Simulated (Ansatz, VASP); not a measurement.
**Two plane-wave programs on Ca2BO6**

```
Ca B O
1.0
     0.00000    3.63464    3.63464
     3.63464    0.00000    3.63464
     3.63464    3.63464    0.00000
Ca B O
2 1 6
Direct
  0.25000 0.25000 0.25000
  0.75000 0.75000 0.75000
  0.00000 0.00000 0.00000
  0.77395 0.22605 0.22605
  0.22605 0.77395 0.22605
  0.22605 0.22605 0.77395
  0.22605 0.77395 0.77395
  0.77395 0.22605 0.77395
  0.77395 0.77395 0.22605
```

Alike in both runs: functional PBE; k mesh 4 × 4 × 4; occupations gaussian, width 0.1 eV; collinear spin.

Ansatz relaxed the structure, and its values are those at the end. VASP's run is a single point on that final structure, the one shown.

|  | VASP | Ansatz |
| --- | --- | --- |
| version | VASP 6.6.1 | Ansatz 0.2.0 |
| potentials or method | VASP PAW PBE potentials, release 64 (Ca_sv, B, O), cutoff 520 eV | scalar-relativistic, plane waves, PAW |
| valence electrons in the cell | 59 | 59 |

VASP gave:

- gap on the k mesh at the Fermi level (eV): none
- pressure (GPa): 0.6
- rms of the force components (eV/Å): 0.012
- net moment per atom (μB): 0.56
- size of the moment on the site where the two differ most (μB): 0.73

Problem. Which values does Ansatz return?

Solution. gap on the k mesh at the Fermi level (eV): none; pressure (GPa): 0.2; rms of the force components (eV/Å): 0.000; net moment per atom (μB): 0.56; size of the moment on the site where the two differ most (μB): 0.67.

Site moments also hang on the region over which each program counts them. A gap of «none» marks a metal or a gap that the smearing closes. With one functional, cell and mesh, what is left measures potentials, basis and numerics.

The k mesh is coarse, so the values compare programs but aren't converged.
